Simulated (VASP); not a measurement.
# InSb (I4/mmm) in VASP: notebook, part 2 of 2

VASP 6.6.1. Earlier steps stand in the parts before.

### 3 Single point, PBE (29.08 Å³/atom)

File INCAR:

```
SYSTEM = InSb
ALGO     = Normal         ! electronic algorithm
EDIFF    = 1E-6           ! SCF threshold, eV
ENCUT    = 520            ! plane-wave cutoff, eV
GGA      = PE             ! functional
ISIF     = 2              ! what is computed and relaxed
ISMEAR   = 0              ! smearing method
LASPH    = .True.         ! aspherical terms in the spheres
LCHARG   = .False.        ! write CHGCAR
LREAL    = .False.        ! projectors in reciprocal space
LWAVE    = .False.        ! write WAVECAR
NBANDS   = 16             ! bands
NELM     = 100            ! most SCF steps
PREC     = Accurate       ! precision mode
SIGMA    = 0.15           ! smearing width, eV
```

File KPOINTS:

```
k-points
0
Gamma
  14 14 14
  0 0 0
```

File POSCAR:

```
InSb
1.0
    0.0000000000      2.9532922827      3.3342669872
    2.9532922827      0.0000000000      3.3342669872
    2.9532922827      2.9532922827      0.0000000000
In Sb
1 1
Direct
    0.0000000000      0.0000000000      0.0000000000
    0.5000000000      0.5000000000      0.5000000000
```

Potentials or basis: VASP PAW PBE potentials, release 64 (In_d, Sb).

Run with:

```bash
cat potpaw_PBE.64/In_d/POTCAR potpaw_PBE.64/Sb/POTCAR > POTCAR
mpirun -np 1 vasp_std > vasp.out
```

OUTCAR:

```text
SYSTEM = InSb
   EDIFF = 1E-6
   ENCUT = 520
   GGA = PE
   ISIF = 2
   ISMEAR = 0
   LASPH = .True.
   LREAL = .False.
   NELM = 100
   PREC = Accurate

 ion  position               nearest neighbor table
   1  0.000  0.000  0.000-   2 2.95   2 2.95   2 2.95   2 2.95   2 3.33   2 3.33
   2  0.500  0.500  0.500-   1 2.95   1 2.95   1 2.95   1 2.95   1 3.33   1 3.33

  LATTYP: Found a body centered tetragonal cell.
 ALAT       =     4.1765859998
 C/A-ratio  =     1.5966471119

  Lattice vectors:

 A1 = (  -2.9532922827,   0.0000000000,   3.3342669872)
 A2 = (   2.9532922827,   0.0000000000,   3.3342669872)
 A3 = (   0.0000000000,   2.9532922827,  -3.3342669872)

Analysis of symmetry for initial positions (statically):
=====================================================================
 Subroutine PRICEL returns:
 Original cell was already a primitive cell.

 Routine SETGRP: Setting up the symmetry group for a
 body centered tetragonal supercell.

 Subroutine GETGRP returns: Found 16 space group operations
 (whereof 16 operations were pure point group operations)
 out of a pool of 16 trial point group operations.

The static configuration has the point symmetry D_4h.

Analysis of symmetry for dynamics (positions and initial velocities):
=====================================================================
 Subroutine PRICEL returns:
 Original cell was already a primitive cell.

 Routine SETGRP: Setting up the symmetry group for a
 body centered tetragonal supercell.

 Subroutine GETGRP returns: Found 16 space group operations
 (whereof 16 operations were pure point group operations)
 out of a pool of 16 trial point group operations.

The dynamic configuration has the point symmetry D_4h.

 Subroutine INISYM returns: Found 16 space group operations
 (whereof 16 operations are pure point group operations),
 and found     1 'primitive' translations

----------------------------------------------------------------------------------------

                                     Primitive cell

  volume of cell :      58.1625

  direct lattice vectors                    reciprocal lattice vectors
     0.000000000  2.953292283  3.334266987    -0.169302579  0.169302579  0.149957997
     2.953292283  0.000000000  3.334266987     0.169302579 -0.169302579  0.149957997
     2.953292283  2.953292283  0.000000000     0.169302579  0.169302579 -0.149957997

  length of vectors
     4.454129730  4.454129730  4.176586000     0.282513942  0.282513942  0.282513942

  position of ions in fractional coordinates (direct lattice)
     0.000000000  0.000000000  0.000000000
     0.500000000  0.500000000  0.500000000

  ion indices of the primitive-cell ions
   primitive index   ion index
                 1           1
                 2           2

----------------------------------------------------------------------------------------

 KPOINTS: k-points

Automatic generation of k-mesh.
 Grid dimensions read from file:
 generate k-points for:   14   14   14

 Generating k-lattice:

  Cartesian coordinates                     Fractional coordinates (reciprocal lattice)
    -0.012093041  0.012093041  0.010711286     0.071428571  0.000000000  0.000000000
     0.012093041 -0.012093041  0.010711286     0.000000000  0.071428571  0.000000000
     0.012093041  0.012093041 -0.010711286     0.000000000  0.000000000  0.071428571

  Length of vectors
     0.020179567  0.020179567  0.020179567

  Shift w.r.t. Gamma in fractional coordinates (k-lattice)
     0.000000000  0.000000000  0.000000000

 Subroutine IBZKPT returns following result:
 ===========================================

 Found    244 irreducible k-points:

 Following reciprocal coordinates:
            Coordinates               Weight
  0.000000  0.000000  0.000000      1.000000
  0.071429  0.000000  0.000000      8.000000
  0.142857 -0.000000  0.000000      8.000000
  0.214286 -0.000000  0.000000      8.000000
  0.285714 -0.000000  0.000000      8.000000
  0.357143 -0.000000  0.000000      8.000000
[... 16 lines left out ...]
  0.214286  0.142857  0.000000      8.000000
  0.285714  0.142857  0.000000      8.000000
 [... further k-points ...]
   k-points           NKPTS =    244   k-points in BZ     NKDIM =    244   number of bands    NBANDS=     16
   number of dos      NEDOS =    301   number of ions     NIONS =      2
   total plane-waves  NPLWV =  41472
   dimension x,y,z NGX =    36 NGY =   36 NGZ =   32
   dimension x,y,z NGXF=    72 NGYF=   72 NGZF=   64
   ions per type =               1   1
   NGX,Y,Z   is equivalent  to a cutoff of  13.44, 13.44, 12.74 a.u.
   NGXF,Y,Z  is equivalent  to a cutoff of  26.87, 26.87, 25.47 a.u.
 SYSTEM =  InSb
   PREC   = accura    normal or accurate (medium, high low for compatibility)
   ISTART =      0    job   : 0-new  1-cont  2-samecut
   ICHARG =      2    charge: 1-file 2-atom 10-const
   ISPIN  =      1    spin polarized calculation?
   LNONCOLLINEAR =      F non collinear calculations
   LSORBIT =      F    spin-orbit coupling
   LASPH  =      T    aspherical Exc in radial PAW
   ENCUT  =  520.0 eV  38.22 Ry    6.18 a.u.   8.28  8.28  7.77*2*pi/ulx,y,z
   NELM   =    100;   NELMIN=  2; NELMDL= -5     # of ELM steps
   EDIFF  = 0.1E-05   stopping-criterion for ELM
   LREAL  =      F    real-space projection
   EDIFFG = 0.1E-04   stopping-criterion for IOM
   NSW    =      0    number of steps for IOM
   IBRION =     -1    ionic relax: 0-MD 1-quasi-New 2-CG
   NFREE  =      0    steps in history (QN), initial steepest desc. (CG)
   ISIF   =      2    stress and relaxation
   ISYM   =      2    0-nonsym 1-usesym 2-fastsym
   POTIM  = 0.5000    time-step for ionic-motion
   TEBEG  =    0.0;   TEEND  =   0.0 temperature during run
   PSTRESS=    0.0 pullay stress
   NELECT =      18.0000    total number of electrons
   NUPDOWN=      -1.0000    fix difference up-down
   EMIN   =  10.00;   EMAX   =-10.00  energy-range for DOS
   EFERMI =   0.00;   METHOD = LEGACY
   ISMEAR =     0;   SIGMA  =   0.15  broadening in eV -4-tet -1-fermi 0-gaus
   EFERMI_NEDOS =   21; number of points for ismear=-14 and -15
   IALGO  =     38    algorithm
   IMIX   =      4    mixing-type and parameters
     AMIX     =   0.40;   BMIX     =  1.00
     AMIX_MAG =   1.60;   BMIX_MAG =  1.00
  volume/ion in A,a.u.               =      29.08       196.25
  Fermi-wavevector in a.u.,A,eV,Ry     =   1.107349  2.092587 16.683766  1.226222
  Thomas-Fermi vector in A             =   2.243862
   LORBIT       =      0    0 simple, 1 ext, 2 COOP (PROOUT), +10 PAW based schemes
   GGA     = PE    functional components
   LHFCALC =     F    Hartree Fock is set to
   AEXX    =    0.0000 exact exchange contribution
   IVDW    =     0    specifies the selected vdW correction
   LEPSILON=     F    determine dielectric tensor
   LRPA    =     F    only Hartree local field effects (RPA)
 non-spin polarized calculation
 Gauss-broadening in eV      SIGMA  =   0.15
  energy-cutoff  :      520.00
  volume of cell :       58.16
 maximum number of plane-waves:      1581
 NGX is ok and might be reduce to    36
   NGX = 17   NGY = 17   NGZ = 15

 number of electron      17.9999999 magnetization

 Free energy of the ion-electron system (eV)
  ---------------------------------------------------
  ext. energy  EPLUGINS =         0.00000000
  ---------------------------------------------------
  free energy    TOTEN  =        -6.54560425 eV

  energy without entropy =       -6.53033298  energy(sigma->0) =       -6.53796862

 E-fermi :   6.5762     XC(G=0):  -9.6840

 val. band max:        6.5761088276   @ k =  -0.1429   0.0714   0.0000
 cond. band min:       6.5831784743   @ k =   0.5000   0.0000   0.2143
 fundamental gap:      0.0070696466
 Fermi energy:         6.5762100307

 k-point     1 :       0.0000    0.0000    0.0000
  band No.  band energies     occupation
      1      -7.9137      2.00000
      2      -7.9080      2.00000
      3      -7.8872      2.00000
      4      -7.8577      2.00000
      5      -7.8577      2.00000
      6      -4.3705      2.00000
[... 8 lines left out ...]
     15      13.6503      0.00000
     16      13.7164      0.00000
[... 419 lines left out ...]
 k-point    24 :       0.2857    0.1429    0.0000
  band No.  band energies     occupation
      1      -7.9385      2.00000
      2      -7.9148      2.00000
      3      -7.8856      2.00000
      4      -7.8490      2.00000
      5      -7.8449      2.00000
      6      -3.7166      2.00000
[... 8 lines left out ...]
     15      14.6891      0.00000
     16      15.0315      0.00000

 [... further k-points ...]

------------------------ aborting loop because EDIFF is reached ----------------------------------------

  FORCE on cell =-STRESS in cart. coord.  units (eV):
  Direction    XX          YY          ZZ          XY          YZ          ZX
  --------------------------------------------------------------------------------------
  -------------------------------------------------------------------------------------
  Total        1.4348554      1.4348554     -1.3693677      0.0000000      0.0000000      0.0000000
  in kB       39.5253278     39.5253278    -37.7213688      0.0000000      0.0000000      0.0000000
  external PRESSURE =      13.7764289 kB  Pullay stress =       0.0000000 kB

 VOLUME and BASIS-vectors are now :
 -----------------------------------------------------------------------------
  energy-cutoff  :      520.00
  volume of cell :       58.16
      direct lattice vectors                 reciprocal lattice vectors
     0.000000000  2.953292283  3.334266987    -0.169302579  0.169302579  0.149957997
     2.953292283  0.000000000  3.334266987     0.169302579 -0.169302579  0.149957997
     2.953292283  2.953292283  0.000000000     0.169302579  0.169302579 -0.149957997

 POSITION                                       TOTAL-FORCE (eV/Angst)
 -----------------------------------------------------------------------------------
      0.00000      0.00000      0.00000        -0.000000      0.000000      0.000000
      2.95329      2.95329      3.33427         0.000000     -0.000000     -0.000000
 -----------------------------------------------------------------------------------
    total drift:                               -0.000000      0.000000      0.000000

  FREE ENERGIE OF THE ION-ELECTRON SYSTEM (eV)
  ---------------------------------------------------
  free  energy   TOTEN  =        -6.5456042478 eV

  energy  without entropy=       -6.5303329828  energy(sigma->0) =       -6.53796862
```

It took 87 s on 1 thread of AMD EPYC 9R45 (Zen 5), shared host; peak memory 0.35 GiB.

Results:

```yaml
Free_energy: -6.5456 eV
Pressure: 1.4 GPa
Band_gap_on_the_k_mesh: zero (bands 9 and 10 overlap by 2.57 eV)
```

Caveat: spin-orbit coupling is left out, which moves the levels of the heavy elements.
